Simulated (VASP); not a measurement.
# Ti (P6/mmm) in VASP: notebook

Runs on Ti. Level: PBE. Tasks: single point.

Everything below comes from runs of VASP 6.6.1. Logs are shortened: lines on timing, memory, paths and dates and some standing lists are left out, and cuts for length are marked.

### 1 The cell of the first run

The structure is hexagonal, space group P6/mmm (No. 191). Conventional cell: a = 3.615 Å, b = 3.615 Å, c = 1.922 Å, α = 90.00°, β = 90.00°, γ = 120.00°. Within 2.5 Å of Ti (site symmetry 6/mmm) lie 14 Ti at 1.92 to 2.30 Å. Ti (site symmetry -6m2) has 11 Ti at 1.92 to 2.30 Å within 2.5 Å.

### 2 Single point, PBE

INCAR

```
  PREC = Accurate
  ENCUT = 520
  EDIFF = 1E-6
  ISMEAR = -1
  SIGMA = 0.05
  LREAL = F
  LASPH = T
  NELM = 80
  ALGO = Normal
  ISIF = 2
  LWAVE = F
  LCHARG = F
  GGA = PE
  NBANDS = 25
```

KPOINTS

```
Automatic mesh
0
Gamma
  11 11 15
```

POSCAR

```
Ti
1.0
    3.6148265920      0.0000000000      0.0000000000
   -1.8074132960      3.1305316589      0.0000000000
    0.0000000000      0.0000000000      1.9218458719
Ti
3
Direct
    0.0000000000      0.0000000000      0.0000000000
    0.3333333333      0.6666666667      0.5000000000
    0.6666666667      0.3333333333      0.5000000000
```

Potentials or basis: VASP PAW PBE potentials, release 64 (Ti_sv).

The run is started by

```sh
$ cat potpaw_PBE.64/Ti_sv/POTCAR > POTCAR
$ mpirun -np 1 vasp_std > vasp.out
```

OUTCAR:

```text
PREC = Accurate
   ENCUT = 520
   EDIFF = 1E-6
   ISMEAR = -1
   LREAL = F
   LASPH = T
   NELM = 80
   ISIF = 2
   GGA = PE

 ion  position               nearest neighbor table
   1  0.000  0.000  0.000-   2 2.30   3 2.30   2 2.30   3 2.30   2 2.30   2 2.30   3 2.30   3 2.30
                             3 2.30   3 2.30   2 2.30   2 2.30
   2  0.333  0.667  0.500-   3 2.09   3 2.09   3 2.09   1 2.30   1 2.30   1 2.30   1 2.30   1 2.30
                             1 2.30   3 2.84   3 2.84   3 2.84   3 2.84   3 2.84   3 2.84
   3  0.667  0.333  0.500-   2 2.09   2 2.09   2 2.09   1 2.30   1 2.30   1 2.30   1 2.30   1 2.30
                             1 2.30   2 2.84   2 2.84   2 2.84   2 2.84   2 2.84   2 2.84

  LATTYP: Found a hexagonal cell.
 ALAT       =     3.6148265920
 C/A-ratio  =     0.5316564496

  Lattice vectors:

 A1 = (   3.6148265920,   0.0000000000,   0.0000000000)
 A2 = (  -1.8074132960,   3.1305316589,   0.0000000000)
 A3 = (   0.0000000000,   0.0000000000,   1.9218458719)

Analysis of symmetry for initial positions (statically):
=====================================================================
 Subroutine PRICEL returns:
 Original cell was already a primitive cell.

 Routine SETGRP: Setting up the symmetry group for a
 hexagonal supercell.

 Subroutine GETGRP returns: Found 24 space group operations
 (whereof 24 operations were pure point group operations)
 out of a pool of 24 trial point group operations.

The static configuration has the point symmetry D_6h.

Analysis of symmetry for dynamics (positions and initial velocities):
=====================================================================
 Subroutine PRICEL returns:
 Original cell was already a primitive cell.

 Routine SETGRP: Setting up the symmetry group for a
 hexagonal supercell.

 Subroutine GETGRP returns: Found 24 space group operations
 (whereof 24 operations were pure point group operations)
 out of a pool of 24 trial point group operations.

The dynamic configuration has the point symmetry D_6h.

 Subroutine INISYM returns: Found 24 space group operations
 (whereof 24 operations are pure point group operations),
 and found     1 'primitive' translations

----------------------------------------------------------------------------------------

                                     Primitive cell

  volume of cell :      21.7482

  direct lattice vectors                    reciprocal lattice vectors
     3.614826592  0.000000000  0.000000000     0.276638443  0.159717280  0.000000000
    -1.807413296  3.130531659  0.000000000     0.000000000  0.319434559  0.000000000
     0.000000000  0.000000000  1.921845872     0.000000000  0.000000000  0.520333089

  length of vectors
     3.614826592  3.614826592  1.921845872     0.319434559  0.319434559  0.520333089

  position of ions in fractional coordinates (direct lattice)
     0.000000000  0.000000000  0.000000000
     0.333333333  0.666666667  0.500000000
     0.666666667  0.333333333  0.500000000

  ion indices of the primitive-cell ions
   primitive index   ion index
                 1           1
                 2           2
                 3           3

----------------------------------------------------------------------------------------

 KPOINTS: Automatic mesh

Automatic generation of k-mesh.
 Grid dimensions read from file:
 generate k-points for:   11   11   15

 Generating k-lattice:

  Cartesian coordinates                     Fractional coordinates (reciprocal lattice)
     0.025148949  0.014519753  0.000000000     0.090909091  0.000000000  0.000000000
     0.000000000  0.029039505  0.000000000     0.000000000  0.090909091  0.000000000
     0.000000000  0.000000000  0.034688873     0.000000000  0.000000000  0.066666667

  Length of vectors
     0.029039505  0.029039505  0.034688873

  Shift w.r.t. Gamma in fractional coordinates (k-lattice)
     0.000000000  0.000000000  0.000000000

 Subroutine IBZKPT returns following result:
 ===========================================

 Found    128 irreducible k-points:

 Following reciprocal coordinates:
            Coordinates               Weight
  0.000000  0.000000  0.000000      1.000000
  0.090909  0.000000  0.000000      6.000000
  0.181818  0.000000  0.000000      6.000000
  0.272727  0.000000  0.000000      6.000000
  0.363636  0.000000  0.000000      6.000000
  0.454545  0.000000  0.000000      6.000000
[... 16 lines left out ...]
  0.090909  0.090909  0.066667     12.000000
  0.181818  0.090909  0.066667     24.000000
 [... further k-points ...]
   k-points           NKPTS =    128   k-points in BZ     NKDIM =    128   number of bands    NBANDS=     25
   number of dos      NEDOS =    301   number of ions     NIONS =      3
   total plane-waves  NPLWV =  10976
   dimension x,y,z NGX =    28 NGY =   28 NGZ =   14
   dimension x,y,z NGXF=    56 NGYF=   56 NGZF=   28
   ions per type =               3
   NGX,Y,Z   is equivalent  to a cutoff of  12.88, 12.88, 12.11 a.u.
   NGXF,Y,Z  is equivalent  to a cutoff of  25.75, 25.75, 24.22 a.u.
 SYSTEM =  unknown system
   PREC   = accura    normal or accurate (medium, high low for compatibility)
   ISTART =      0    job   : 0-new  1-cont  2-samecut
   ICHARG =      2    charge: 1-file 2-atom 10-const
   ISPIN  =      1    spin polarized calculation?
   LNONCOLLINEAR =      F non collinear calculations
   LSORBIT =      F    spin-orbit coupling
   LASPH  =      T    aspherical Exc in radial PAW
   ENCUT  =  520.0 eV  38.22 Ry    6.18 a.u.   6.72  6.72  3.57*2*pi/ulx,y,z
   NELM   =     80;   NELMIN=  2; NELMDL= -5     # of ELM steps
   EDIFF  = 0.1E-05   stopping-criterion for ELM
   LREAL  =      F    real-space projection
   EDIFFG = 0.1E-04   stopping-criterion for IOM
   NSW    =      0    number of steps for IOM
   IBRION =     -1    ionic relax: 0-MD 1-quasi-New 2-CG
   NFREE  =      0    steps in history (QN), initial steepest desc. (CG)
   ISIF   =      2    stress and relaxation
   ISYM   =      2    0-nonsym 1-usesym 2-fastsym
   POTIM  = 0.5000    time-step for ionic-motion
   TEBEG  =    0.0;   TEEND  =   0.0 temperature during run
   PSTRESS=    0.0 pullay stress
   NELECT =      36.0000    total number of electrons
   NUPDOWN=      -1.0000    fix difference up-down
   EMIN   =  10.00;   EMAX   =-10.00  energy-range for DOS
   EFERMI =   0.00;   METHOD = LEGACY
   ISMEAR =    -1;   SIGMA  =   0.05  broadening in eV -4-tet -1-fermi 0-gaus
   EFERMI_NEDOS =   21; number of points for ismear=-14 and -15
   IALGO  =     38    algorithm
   IMIX   =      4    mixing-type and parameters
     AMIX     =   0.40;   BMIX     =  1.00
     AMIX_MAG =   1.60;   BMIX_MAG =  1.00
  volume/ion in A,a.u.               =       7.25        48.92
  Fermi-wavevector in a.u.,A,eV,Ry     =   1.936575  3.659596 51.026231  3.750322
  Thomas-Fermi vector in A             =   2.967365
   LORBIT       =      0    0 simple, 1 ext, 2 COOP (PROOUT), +10 PAW based schemes
   GGA     = PE    functional components
   LHFCALC =     F    Hartree Fock is set to
   AEXX    =    0.0000 exact exchange contribution
   IVDW    =     0    specifies the selected vdW correction
   LEPSILON=     F    determine dielectric tensor
   LRPA    =     F    only Hartree local field effects (RPA)
 non-spin polarized calculation
  energy-cutoff  :      520.00
  volume of cell :       21.75
 maximum number of plane-waves:       607
 NGX is ok and might be reduce to    28
   NGX = 13   NGY = 13   NGZ =  7

 number of electron      36.0000010 magnetization

 Free energy of the ion-electron system (eV)
  ---------------------------------------------------
  ext. energy  EPLUGINS =         0.00000000
  ---------------------------------------------------
  free energy    TOTEN  =        -4.63240430 eV

  energy without entropy =       -4.61432096  energy(sigma->0) =       -4.62336263

 E-fermi :  21.1945     XC(G=0): -16.3506

 val. band max:       21.1883736123   @ k =   0.1818   0.0909   0.2000
 cond. band min:      21.1949739310   @ k =   0.1818   0.0909   0.0667
 fundamental gap:      0.0066003187
 Fermi energy:        21.1944685166

 k-point     1 :       0.0000    0.0000    0.0000
  band No.  band energies     occupation
      1     -37.0967      2.00000
      2     -34.6548      2.00000
      3     -34.6490      2.00000
      4     -13.6336      2.00000
      5     -13.6336      2.00000
      6     -12.9865      2.00000
[... 17 lines left out ...]
     24      27.0345      0.00000
     25      27.1816      0.00000

 k-point     2 :       0.0909    0.0000    0.0000
  band No.  band energies     occupation
      1     -37.0483      2.00000
      2     -34.6938      2.00000
      3     -34.6767      2.00000
      4     -13.9511      2.00000
      5     -13.8645      2.00000
      6     -12.6086      2.00000
[... 17 lines left out ...]
     24      26.6757      0.00000
     25      27.6528      0.00000

 k-point     3 :       0.1818    0.0000    0.0000
  band No.  band energies     occupation
      1     -36.9064      2.00000
      2     -34.8183      2.00000
      3     -34.7442      2.00000
      4     -14.3867      2.00000
      5     -14.0273      2.00000
      6     -11.9962      2.00000
[... 17 lines left out ...]
     24      26.4638      0.00000
     25      28.2186      0.00000

 k-point     4 :       0.2727    0.0000    0.0000
  band No.  band energies     occupation
      1     -36.6807      2.00000
      2     -35.0316      2.00000
      3     -34.8232      2.00000
      4     -14.7449      2.00000
      5     -13.9206      2.00000
      6     -11.3576      2.00000
[... 17 lines left out ...]
     24      26.4889      0.00000
     25      28.7663      0.00000
[... 477 lines left out ...]
 k-point    22 :       0.4545    0.0000    0.0667
  band No.  band energies     occupation
      1     -35.9884      2.00000
      2     -35.5564      2.00000
      3     -34.8548      2.00000
      4     -15.0324      2.00000
      5     -12.8826      2.00000
      6     -11.9405      2.00000
[... 17 lines left out ...]
     24      27.4781      0.00000
     25      27.4920      0.00000

 k-point    23 :       0.0909    0.0909    0.0667
  band No.  band energies     occupation
      1     -36.8639      2.00000
      2     -34.6913      2.00000
      3     -34.6658      2.00000
      4     -14.1170      2.00000
      5     -14.0193      2.00000
      6     -12.0312      2.00000
[... 17 lines left out ...]
     24      26.0471      0.00000
     25      27.9178      0.00000

 k-point    24 :       0.1818    0.0909    0.0667
  band No.  band energies     occupation
      1     -36.6814      2.00000
      2     -34.8455      2.00000
      3     -34.7516      2.00000
      4     -14.4264      2.00000
      5     -14.0600      2.00000
      6     -11.4436      2.00000
[... 17 lines left out ...]
     24      25.9726      0.00000
     25      28.5134      0.00000

 [... further k-points ...]

------------------------ aborting loop because EDIFF is reached ----------------------------------------

  FORCE on cell =-STRESS in cart. coord.  units (eV):
  Direction    XX          YY          ZZ          XY          YZ          ZX
  --------------------------------------------------------------------------------------
  -------------------------------------------------------------------------------------
  Total       48.5785550     48.5785550     52.3939067      0.0000000     -0.0000000      0.0000000
  in kB     3578.7474466   3578.7474465   3859.8216759      0.0000000     -0.0000000      0.0000000
  external PRESSURE =    3672.4388564 kB  Pullay stress =       0.0000000 kB

 VOLUME and BASIS-vectors are now :
 -----------------------------------------------------------------------------
  energy-cutoff  :      520.00
  volume of cell :       21.75
      direct lattice vectors                 reciprocal lattice vectors
     3.614826592  0.000000000  0.000000000     0.276638443  0.159717280  0.000000000
    -1.807413296  3.130531659  0.000000000     0.000000000  0.319434559  0.000000000
     0.000000000  0.000000000  1.921845872     0.000000000  0.000000000  0.520333089

 POSITION                                       TOTAL-FORCE (eV/Angst)
 -----------------------------------------------------------------------------------
      0.00000      0.00000      0.00000         0.000000      0.000000      0.000000
     -0.00000      2.08702      0.96092         0.000000     -0.000000      0.000000
      1.80741      1.04351      0.96092        -0.000000      0.000000     -0.000000
 -----------------------------------------------------------------------------------
    total drift:                                0.000000      0.000000     -0.000000

  FREE ENERGIE OF THE ION-ELECTRON SYSTEM (eV)
  ---------------------------------------------------
  free  energy   TOTEN  =        -4.6324042982 eV

  energy  without entropy=       -4.6143209625  energy(sigma->0) =       -4.62336263
```

It took 64 s on 1 thread of Intel Xeon 6975P-C, shared host; peak memory 0.17 GiB.

Results:

- Free energy: -4.6324 eV
- Pressure: 367.2 GPa
- Band gap on the k mesh: zero (band 18 reaches 22.67 eV, above the bottom of band 19 at 19.85 eV)

Stress tensor (GPa, compression positive):
```
357.87   0.00   0.00
  0.00 357.87   0.00
  0.00   0.00 385.98
```

Levels at points of the mesh, in eV from the Fermi level:
```tsv
k point	band 15	band 16	band 17	band 18	band 19	band 20	band 21	band 22
(0.00, 0.00, 0.00)	-0.74	-0.68	-0.16	-0.16	-0.05	-0.05	1.09	1.09
```

### 3 Single point, PBE

INCAR

```
PREC = Accurate
ENCUT = 520
EDIFF = 1E-7
ISMEAR = -1
SIGMA = 0.05
LREAL = False
LASPH = True
NELM = 100
ALGO = Normal
ISIF = 2
LWAVE = False
LCHARG = True
GGA = PE
LELF = True
LVHAR = True
NBANDS = 25
```

KPOINTS is that of step 2.

POSCAR

```
Ti
1.0
    3.6151791922      0.0000000000      0.0000000000
   -1.8075895961      3.1308370197      0.0000000000
    0.0000000000      0.0000000000      1.9243884661
Ti
3
Direct
    0.0000000000      0.0000000000      0.0000000000
    0.3333333333      0.6666666667      0.5000000000
    0.6666666667      0.3333333333      0.5000000000
```

Potentials or basis: VASP PAW PBE potentials, release 64 (Ti_sv).

The run is started by

```sh
$ cat potpaw_PBE.64/Ti_sv/POTCAR > POTCAR
$ mpirun -np 1 vasp_std > vasp.out
```

It took 53 s on 1 thread of Intel Xeon 6975P-C, shared host; peak memory 0.17 GiB.

Results (log left out):

- Free energy: -4.7110 eV
- Pressure: 365.4 GPa
- Band gap on the k mesh: zero (band 18 reaches 22.61 eV, above the bottom of band 19 at 19.83 eV)

Stress tensor (GPa, compression positive):
```
356.51   0.00   0.00
  0.00 356.51   0.00
  0.00   0.00 383.22
```

Levels at points of the mesh, in eV from the Fermi level:
```
           k point  band 14  band 15  band 16  band 17  band 18  band 19  band 20  band 21  band 22  band 23
(0.00, 0.00, 0.00)    -4.67    -0.74    -0.68    -0.16    -0.16    -0.05    -0.05     1.10     1.10     5.81
```
